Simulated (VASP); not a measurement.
# Ni2Ge (P6_3/mmc) in VASP: further runs, part 2 of 2

VASP 6.6.1. Earlier steps stand in the parts before.

**4. Single point, r2SCAN**

This run uses another cell than the first one, of 11.51 Å³/atom, 0.987 times its volume.

Contents of POSCAR:

```
Ni2Ge
1.0
    3.9781405277      0.0000000000      0.0000000000
   -1.9890702638      3.4451707568      0.0000000000
    0.0000000000      0.0000000000      5.0373756040
Ni Ge
4 2
Direct
    0.6666666667      0.3333333333      0.2500000000
    0.3333333333      0.6666666667      0.7500000000
    0.0000000000      0.0000000000      0.0000000000
    0.0000000000      0.0000000000      0.5000000000
    0.6666666667      0.3333333333      0.7500000000
    0.3333333333      0.6666666667      0.2500000000
```

Contents of INCAR.step1:

```
PREC = Accurate ; ENCUT = 520
ISMEAR = 0 ; SIGMA = 0.1
LREAL = F ; LASPH = T
NELM = 80 ; NBANDS = 43
GGA = PE ; ALGO = Normal
EDIFF = 1E-4 ; LWAVE = T
LCHARG = F
```

Contents of INCAR.step2:

```
PREC = Accurate ; ENCUT = 520
EDIFF = 1E-6 ; ISMEAR = 0
SIGMA = 0.1 ; LREAL = F
LASPH = T ; NELM = 80
ALGO = Normal ; ISIF = 2
LWAVE = F ; LCHARG = T
METAGGA = R2SCAN ; LMIXTAU = T
LELF = T ; LVHAR = T
NBANDS = 43 ; ISTART = 1
```

Contents of KPOINTS:

```
Automatic mesh
0
Gamma
  12 12 8
```

Potentials or basis: VASP PAW PBE potentials, release 64 (Ni, Ge_d).

Command:

```
$ cat potpaw_PBE.64/Ni/POTCAR potpaw_PBE.64/Ge_d/POTCAR > POTCAR
$ cp INCAR.step1 INCAR
$ mpirun -np 1 vasp_std > vasp.out
$ cp INCAR.step2 INCAR
$ mpirun -np 1 vasp_std > vasp.out
```

OUTCAR:

```text
PREC = Accurate
   ENCUT = 520
   EDIFF = 1E-6
   ISMEAR = 0
   LREAL = F
   LASPH = T
   NELM = 80
   ISIF = 2
   METAGGA = R2SCAN
   ISTART = 1

 ion  position               nearest neighbor table
   1  0.667  0.333  0.250-   6 2.30   6 2.30   6 2.30   5 2.52   5 2.52   3 2.62   4 2.62   3 2.62
                             4 2.62   3 2.62   4 2.62
   2  0.333  0.667  0.750-   5 2.30   5 2.30   5 2.30   6 2.52   6 2.52   3 2.62   4 2.62   4 2.62
                             3 2.62   4 2.62   3 2.62
   3  0.000  0.000  0.000-   4 2.52   4 2.52   1 2.62   5 2.62   6 2.62   2 2.62   2 2.62   6 2.62
                             1 2.62   5 2.62   1 2.62   5 2.62   2 2.62   6 2.62
   4  0.000  0.000  0.500-   3 2.52   3 2.52   1 2.62   5 2.62   6 2.62   2 2.62   2 2.62   6 2.62
                             1 2.62   5 2.62   1 2.62   5 2.62   2 2.62   6 2.62
   5  0.667  0.333  0.750-   2 2.30   2 2.30   2 2.30   1 2.52   1 2.52   3 2.62   4 2.62   3 2.62
                             4 2.62   3 2.62   4 2.62
   6  0.333  0.667  0.250-   1 2.30   1 2.30   1 2.30   2 2.52   2 2.52   3 2.62   4 2.62   4 2.62
                             3 2.62   4 2.62   3 2.62

  LATTYP: Found a hexagonal cell.
 ALAT       =     3.9781405277
 C/A-ratio  =     1.2662638660

  Lattice vectors:

 A1 = (   3.9781405277,   0.0000000000,   0.0000000000)
 A2 = (  -1.9890702638,   3.4451707568,   0.0000000000)
 A3 = (   0.0000000000,   0.0000000000,   5.0373756040)

Analysis of symmetry for initial positions (statically):
=====================================================================
 Subroutine PRICEL returns:
 Original cell was already a primitive cell.

 Routine SETGRP: Setting up the symmetry group for a
 hexagonal supercell.

 Subroutine GETGRP returns: Found 24 space group operations
 (whereof 12 operations were pure point group operations)
 out of a pool of 24 trial point group operations.

The static configuration has the point symmetry D_3d.
 The point group associated with its full space group is D_6h.

Analysis of symmetry for dynamics (positions and initial velocities):
=====================================================================
 Subroutine PRICEL returns:
 Original cell was already a primitive cell.

 Routine SETGRP: Setting up the symmetry group for a
 hexagonal supercell.

 Subroutine GETGRP returns: Found 24 space group operations
 (whereof 12 operations were pure point group operations)
 out of a pool of 24 trial point group operations.

The dynamic configuration has the point symmetry D_3d.
 The point group associated with its full space group is D_6h.

 Subroutine INISYM returns: Found 24 space group operations
 (whereof 12 operations are pure point group operations),
 and found     1 'primitive' translations

----------------------------------------------------------------------------------------

                                     Primitive cell

  volume of cell :      69.0391

  direct lattice vectors                    reciprocal lattice vectors
     3.978140528  0.000000000  0.000000000     0.251373724  0.145130687  0.000000000
    -1.989070264  3.445170757  0.000000000     0.000000000  0.290261375  0.000000000
     0.000000000  0.000000000  5.037375604     0.000000000  0.000000000  0.198516068

  length of vectors
     3.978140528  3.978140528  5.037375604     0.290261375  0.290261375  0.198516068

  position of ions in fractional coordinates (direct lattice)
[... 42 lines left out ...]
 Following reciprocal coordinates:
            Coordinates               Weight
  0.000000  0.000000  0.000000      1.000000
  0.083333 -0.000000  0.000000      6.000000
  0.166667 -0.000000  0.000000      6.000000
  0.250000 -0.000000  0.000000      6.000000
  0.333333  0.000000  0.000000      6.000000
  0.416667 -0.000000  0.000000      6.000000
[... 16 lines left out ...]
  0.250000 -0.000000  0.125000     12.000000
  0.333333  0.000000  0.125000     12.000000
 [... further k-points ...]
   k-points           NKPTS =     95   k-points in BZ     NKDIM =     95   number of bands    NBANDS=     43
   number of dos      NEDOS =    301   number of ions     NIONS =      6
   total plane-waves  NPLWV =  36000
   dimension x,y,z NGX =    30 NGY =   30 NGZ =   40
   dimension x,y,z NGXF=    60 NGYF=   60 NGZF=   80
   ions per type =               4   2
   NGX,Y,Z   is equivalent  to a cutoff of  12.54, 12.54, 13.20 a.u.
   NGXF,Y,Z  is equivalent  to a cutoff of  25.07, 25.07, 26.40 a.u.
 SYSTEM =  unknown system
   PREC   = accura    normal or accurate (medium, high low for compatibility)
   ISTART =      1    job   : 0-new  1-cont  2-samecut
   ICHARG =      0    charge: 1-file 2-atom 10-const
   ISPIN  =      1    spin polarized calculation?
   LNONCOLLINEAR =      F non collinear calculations
   LSORBIT =      F    spin-orbit coupling
   LASPH  =      T    aspherical Exc in radial PAW
   ENCUT  =  520.0 eV  38.22 Ry    6.18 a.u.   7.40  7.40  9.37*2*pi/ulx,y,z
   NELM   =     80;   NELMIN=  2; NELMDL=  0     # of ELM steps
   EDIFF  = 0.1E-05   stopping-criterion for ELM
   LREAL  =      F    real-space projection
   EDIFFG = 0.1E-04   stopping-criterion for IOM
   NSW    =      0    number of steps for IOM
   IBRION =     -1    ionic relax: 0-MD 1-quasi-New 2-CG
   NFREE  =      0    steps in history (QN), initial steepest desc. (CG)
   ISIF   =      2    stress and relaxation
   ISYM   =      2    0-nonsym 1-usesym 2-fastsym
   POTIM  = 0.5000    time-step for ionic-motion
   TEBEG  =    0.0;   TEEND  =   0.0 temperature during run
   PSTRESS=    0.0 pullay stress
   NELECT =      68.0000    total number of electrons
   NUPDOWN=      -1.0000    fix difference up-down
   EMIN   =  10.00;   EMAX   =-10.00  energy-range for DOS
   EFERMI =   0.00;   METHOD = LEGACY
   ISMEAR =     0;   SIGMA  =   0.10  broadening in eV -4-tet -1-fermi 0-gaus
   EFERMI_NEDOS =   21; number of points for ismear=-14 and -15
   IALGO  =     38    algorithm
   IMIX   =      4    mixing-type and parameters
     AMIX     =   0.40;   BMIX     =  1.00
     AMIX_MAG =   1.60;   BMIX_MAG =  1.00
  volume/ion in A,a.u.               =      11.51        77.65
  Fermi-wavevector in a.u.,A,eV,Ry     =   1.628844  3.078068 36.098047  2.653132
  Thomas-Fermi vector in A             =   2.721408
   LORBIT       =      0    0 simple, 1 ext, 2 COOP (PROOUT), +10 PAW based schemes
   METAGGA = R2SCAN    functional components
   LHFCALC =     F    Hartree Fock is set to
   AEXX    =    0.0000 exact exchange contribution
   IVDW    =     0    specifies the selected vdW correction
   LEPSILON=     F    determine dielectric tensor
   LRPA    =     F    only Hartree local field effects (RPA)
 non-spin polarized calculation
 Gauss-broadening in eV      SIGMA  =   0.10
  energy-cutoff  :      520.00
  volume of cell :       69.04
 maximum number of plane-waves:      1890
 NGX is ok and might be reduce to    30
   NGX = 15   NGY = 15   NGZ = 19

 number of electron      68.0000036 magnetization

 Free energy of the ion-electron system (eV)
  ---------------------------------------------------
  ext. energy  EPLUGINS =         0.00000000
  ---------------------------------------------------
  free energy    TOTEN  =       -77.02966407 eV

  energy without entropy =      -77.01131280  energy(sigma->0) =      -77.02048844

 E-fermi :  10.1762     XC(G=0): -14.5660

 val. band max:       10.1701745293   @ k =   0.1667  -0.0000   0.0000
 cond. band min:      10.1774039335   @ k =   0.2500  -0.0000   0.3750
 fundamental gap:      0.0072294042
 Fermi energy:        10.1762433259

 k-point     1 :       0.0000    0.0000    0.0000
  band No.  band energies     occupation
      1     -15.4267      2.00000
      2     -15.4169      2.00000
      3     -15.3951      2.00000
      4     -15.3951      2.00000
      5     -15.3604      2.00000
      6     -15.3603      2.00000
[... 1093 lines left out ...]
     42      18.0464      0.00000
     43      19.2573      0.00000

 [... further k-points ...]
[... 5 lines left out ...]
  --------------------------------------------------------------------------------------
  -------------------------------------------------------------------------------------
  Total        0.1066489      0.1066489      0.0428625      0.0000000      0.0000000     -0.0000000
  in kB        2.4749794      2.4749794      0.9947028      0.0000000      0.0000000     -0.0000000
  external PRESSURE =       1.9815539 kB  Pullay stress =       0.0000000 kB

 VOLUME and BASIS-vectors are now :
 -----------------------------------------------------------------------------
  energy-cutoff  :      520.00
  volume of cell :       69.04
      direct lattice vectors                 reciprocal lattice vectors
     3.978140528  0.000000000  0.000000000     0.251373724  0.145130687  0.000000000
    -1.989070264  3.445170757  0.000000000     0.000000000  0.290261375  0.000000000
     0.000000000  0.000000000  5.037375604     0.000000000  0.000000000  0.198516068

 POSITION                                       TOTAL-FORCE (eV/Angst)
 -----------------------------------------------------------------------------------
      1.98907      1.14839      1.25934        -0.000000      0.000000      0.000000
     -0.00000      2.29678      3.77803         0.000000     -0.000000      0.000000
      0.00000      0.00000      0.00000         0.000000      0.000000     -0.000000
      0.00000      0.00000      2.51869         0.000000      0.000000     -0.000000
      1.98907      1.14839      3.77803         0.000000     -0.000000     -0.000000
     -0.00000      2.29678      1.25934        -0.000000      0.000000     -0.000000
 -----------------------------------------------------------------------------------
    total drift:                               -0.000000     -0.000000      0.000000

  FREE ENERGIE OF THE ION-ELECTRON SYSTEM (eV)
  ---------------------------------------------------
  free  energy   TOTEN  =       -77.0296640737 eV

  energy  without entropy=      -77.0113128011  energy(sigma->0) =      -77.02048844
```

Run time: 45 min. Hardware: 1 thread of AMD EPYC 7R13, shared host; peak memory 0.32 GiB.

What came out:

* Free energy: -77.0297 eV
* Pressure: 0.2 GPa
* Band gap on the k mesh: zero (band 34 reaches 12.71 eV, above the bottom of band 35 at 9.61 eV)

Stress tensor (GPa, compression positive):
```
0.25 0.00 0.00
0.00 0.25 0.00
0.00 0.00 0.10
```

Caveat: the PAW data sets were made with another functional, which shifts forces and pressure a little. Spin polarisation is off, so any magnetic state and its effect on volume and gap are missing.

**5. Single point, r2SCAN**

This run uses another cell than the first one, of 10.25 Å³/atom, 0.879 times its volume.

Edit POSCAR of step 4 so:

```diff
@@ -2,5 +2,5 @@
 1.0
-    3.9781405277      0.0000000000      0.0000000000
-   -1.9890702638      3.4451707568      0.0000000000
-    0.0000000000      0.0000000000      5.0373756040
+    3.8446971411      0.0000000000      0.0000000000
+   -1.9223485705      3.3296053940      0.0000000000
+    0.0000000000      0.0000000000      4.8035136094
 Ni Ge
```

Contents of INCAR.step1:

```
SYSTEM = Ni2Ge
PREC     = Accurate       ! precision mode
ENCUT    = 520            ! plane-wave cutoff, eV
ISMEAR   = 0              ! smearing method
SIGMA    = 0.1            ! smearing width, eV
LREAL    = .FALSE.        ! projectors in reciprocal space
LASPH    = .TRUE.         ! aspherical terms in the spheres
NELM     = 100            ! most SCF steps
NBANDS   = 43             ! bands
GGA      = PE             ! functional
ALGO     = Normal         ! electronic algorithm
EDIFF    = 1E-4           ! SCF threshold, eV
LWAVE    = .TRUE.         ! write WAVECAR
LCHARG   = .FALSE.        ! write CHGCAR
```

Contents of INCAR.step2:

```
SYSTEM = Ni2Ge
PREC     = Accurate       ! precision mode
ENCUT    = 520            ! plane-wave cutoff, eV
EDIFF    = 1E-6           ! SCF threshold, eV
ISMEAR   = 0              ! smearing method
SIGMA    = 0.1            ! smearing width, eV
LREAL    = .FALSE.        ! projectors in reciprocal space
LASPH    = .TRUE.         ! aspherical terms in the spheres
NELM     = 100            ! most SCF steps
ALGO     = Normal         ! electronic algorithm
ISIF     = 2              ! what is computed and relaxed
LWAVE    = .FALSE.        ! write WAVECAR
LCHARG   = .FALSE.        ! write CHGCAR
METAGGA  = R2SCAN         ! meta-GGA
LMIXTAU  = .TRUE.       
NBANDS   = 43             ! bands
ISTART   = 1
```

Contents of KPOINTS:

```
regular mesh
0
G
  12 12 8
  0 0 0
```

Potentials or basis: VASP PAW PBE potentials, release 64 (Ni, Ge_d).

Command:

```
$ cat potpaw_PBE.64/Ni/POTCAR potpaw_PBE.64/Ge_d/POTCAR > POTCAR
$ cp INCAR.step1 INCAR
$ mpirun -np 1 vasp_std > vasp.out
$ cp INCAR.step2 INCAR
$ mpirun -np 1 vasp_std > vasp.out
```

OUTCAR:

```text
SYSTEM = Ni2Ge
   PREC = Accurate
   ENCUT = 520
   EDIFF = 1E-6
   ISMEAR = 0
   LREAL = .FALSE.
   LASPH = .TRUE.
   NELM = 100
   ISIF = 2
   METAGGA = R2SCAN
   ISTART = 1

 ion  position               nearest neighbor table
   1  0.667  0.333  0.250-   6 2.22   6 2.22   6 2.22   5 2.40   5 2.40   3 2.52   4 2.52   3 2.52
                             4 2.52   3 2.52   4 2.52
   2  0.333  0.667  0.750-   5 2.22   5 2.22   5 2.22   6 2.40   6 2.40   3 2.52   4 2.52   4 2.52
                             3 2.52   4 2.52   3 2.52
   3  0.000  0.000  0.000-   4 2.40   4 2.40   1 2.52   5 2.52   6 2.52   2 2.52   2 2.52   6 2.52
[... 1321 lines left out ...]
  -------------------------------------------------------------------------------------
  Total       11.6755852     11.6755852     11.5827642      0.0000000      0.0000000      0.0000000
  in kB      304.2112786    304.2112786    301.7927979      0.0000000      0.0000000      0.0000000
  external PRESSURE =     303.4051184 kB  Pullay stress =       0.0000000 kB

 VOLUME and BASIS-vectors are now :
 -----------------------------------------------------------------------------
  energy-cutoff  :      520.00
  volume of cell :       61.49
      direct lattice vectors                 reciprocal lattice vectors
     3.844697141  0.000000000  0.000000000     0.260098511  0.150167945  0.000000000
    -1.922348571  3.329605394  0.000000000     0.000000000  0.300335890  0.000000000
     0.000000000  0.000000000  4.803513609     0.000000000  0.000000000  0.208180944

 POSITION                                       TOTAL-FORCE (eV/Angst)
 -----------------------------------------------------------------------------------
      1.92235      1.10987      1.20088        -0.000000      0.000000      0.000000
     -0.00000      2.21974      3.60264         0.000000     -0.000000      0.000000
      0.00000      0.00000      0.00000         0.000000     -0.000000      0.000000
      0.00000      0.00000      2.40176         0.000000     -0.000000      0.000000
      1.92235      1.10987      3.60264         0.000000     -0.000000      0.000000
     -0.00000      2.21974      1.20088         0.000000     -0.000000      0.000000
 -----------------------------------------------------------------------------------
    total drift:                                0.000000     -0.000000      0.000000

  FREE ENERGIE OF THE ION-ELECTRON SYSTEM (eV)
  ---------------------------------------------------
  free  energy   TOTEN  =       -76.3838059728 eV

  energy  without entropy=      -76.3682222303  energy(sigma->0) =      -76.37601410
```

Run time: 29 min. Hardware: 1 thread of Oxide Virtual Turin-like, shared host; peak memory 0.29 GiB.

Results:

* Free energy: -76.3838 eV
* Pressure: 30.3 GPa
* Band gap on the k mesh: zero (band 34 reaches 14.95 eV, above the bottom of band 35 at 11.34 eV)

Caveat: the PAW data sets were made with another functional, which shifts forces and pressure a little. Spin polarisation is off, so any magnetic state and its effect on volume and gap are missing.

**6. Single point, r2SCAN**

This run uses another cell than the first one, of 10.78 Å³/atom, 0.925 times its volume.

Edit POSCAR of step 5 so:

```diff
@@ -2,5 +2,5 @@
 1.0
-    3.8446971411      0.0000000000      0.0000000000
-   -1.9223485705      3.3296053940      0.0000000000
-    0.0000000000      0.0000000000      4.8035136094
+    3.9032001584      0.0000000000      0.0000000000
+   -1.9516000792      3.3802704933      0.0000000000
+    0.0000000000      0.0000000000      4.9017011021
 Ni Ge
```

Contents of INCAR.step1:

```
ALGO = Normal
EDIFF = 1E-4
ENCUT = 520
GGA = PE
ISMEAR = 0
LASPH = True
LCHARG = False
LREAL = False
LWAVE = True
NBANDS = 43
NELM = 60
PREC = Accurate
SIGMA = 0.1
```

Contents of INCAR.step2:

```
ALGO = Normal
EDIFF = 1E-6
ENCUT = 520
ISIF = 2
ISMEAR = 0
ISTART = 1
LASPH = True
LCHARG = False
LMIXTAU = True
LREAL = False
LWAVE = False
METAGGA = R2SCAN
NBANDS = 43
NELM = 60
PREC = Accurate
SIGMA = 0.1
```

Contents of KPOINTS:

```
k-points
0
Gamma
  12 12 8
```

Potentials or basis: VASP PAW PBE potentials, release 64 (Ni, Ge_d).

Command:

```
$ cat potpaw_PBE.64/Ni/POTCAR potpaw_PBE.64/Ge_d/POTCAR > POTCAR
$ cp INCAR.step1 INCAR
$ mpirun -np 1 vasp_std > vasp.out
$ cp INCAR.step2 INCAR
$ mpirun -np 1 vasp_std > vasp.out
```

Wall time 27 min (1 thread of Oxide Virtual Turin-like, shared host); peak memory 0.3 GiB.

It converged, with:

```
Free energy            : -76.8304 eV
Pressure               : 15.2 GPa
Band gap on the k mesh : zero (band 34 reaches 13.93 eV, above the bottom of band 35 at 10.56 eV)
```

Stress tensor (GPa, compression positive):
```
15.33  0.00  0.00
 0.00 15.33  0.00
 0.00  0.00 15.08
```

Levels at points of the mesh, in eV from the Fermi level:
```
           k point  band 32  band 33  band 34  band 35  band 36  band 37
(0.00, 0.00, 0.00)    -0.68     0.15     2.72     2.94     2.94     3.10
(0.50, 0.00, 0.00)    -1.32    -1.15    -0.73    -0.60     0.99     1.92
(0.00, 0.00, 0.50)    -1.28     1.93     1.93     3.55     3.55     3.55
(0.50, 0.00, 0.50)    -1.35    -0.95    -0.95     0.97     0.97     2.97
```

Caveat: the PAW data sets were made with another functional, which shifts forces and pressure a little.

**7. Summary**

| cell | gap on the mesh (eV) | pressure (GPa) |
| --- | --- | --- |
| a = 4.018, b = 4.018, c = 5.003 Å, angles 90.0, 90.0, 120.0°, 6 atoms | none | -2.6 |
| a = 3.978, b = 3.978, c = 5.037 Å, angles 90.0, 90.0, 120.0°, 6 atoms | none | 0.2 |
| a = 3.845, b = 3.845, c = 4.804 Å, angles 90.0, 90.0, 120.0°, 6 atoms | none | 30.3 |
| a = 3.903, b = 3.903, c = 4.902 Å, angles 90.0, 90.0, 120.0°, 6 atoms | none | 15.2 |

Alike in all rows: task single point; level r2SCAN; potentials or basis VASP PAW PBE potentials, release 64 (Ni, Ge_d); no spin polarisation; k mesh 12 × 12 × 8; cutoff (eV) 520; smearing gaussian 0.1 eV.

Caveats: the PAW data sets were made with another functional, which shifts forces and pressure a little.

Total energies depend on the potentials used, so only differences within one code and one set of settings carry meaning.
